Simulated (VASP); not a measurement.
## BAs: single point with LDA

Crystal: BAs.

```xyz
2
Lattice="0.0000 2.3658 2.3658 2.3658 0.0000 2.3658 2.3658 2.3658 0.0000" Properties=species:S:1:pos:R:3 pbc="T T T"
As    3.5488    3.5488    3.5488
B     0.0000    0.0000    0.0000
```

- Program: VASP 6.6.1
- Task: single point
- Functional: LDA
- Potentials or basis: VASP PAW LDA potentials, release 64 (As, B)
- Cutoff: 520 eV
- k mesh: 10 × 10 × 10
- Occupations: fermi-dirac, width 0.05 eV
- Spin: no spin polarisation
- Dipole correction: no
- Further INCAR settings: ALGO = Normal; EDIFF = 1e-07; NBANDS = 11

```json
{
 "Pressure": "1.0 GPa",
 "Band gap on the k mesh": "1.10 eV (least direct gap 3.29 eV)"
}
```

Levels at points of the mesh, in eV from the valence-band top:
| k point | band 1 | band 2 | band 3 | band 4 | band 5 | band 6 | band 7 | band 8 | band 9 |
| --- | --- | --- | --- | --- | --- | --- | --- | --- | --- |
| (0.00, 0.00, 0.00) | -15.64 | 0.00 | 0.00 | 0.00 | 3.29 | 3.29 | 3.29 | 5.06 | 9.50 |
| (0.50, 0.00, 0.00) | -12.68 | -8.97 | -1.87 | -1.87 | 2.86 | 4.78 | 4.78 | 8.75 | 12.69 |
| (0.50, 0.50, 0.00) | -11.35 | -8.59 | -4.20 | -4.20 | 1.32 | 1.38 | 11.51 | 11.51 | 12.90 |

It took 18 s on 1 thread of Intel Xeon 8259CL (shared host), peak memory 0.15 GiB.

A k mesh can miss the band edges.
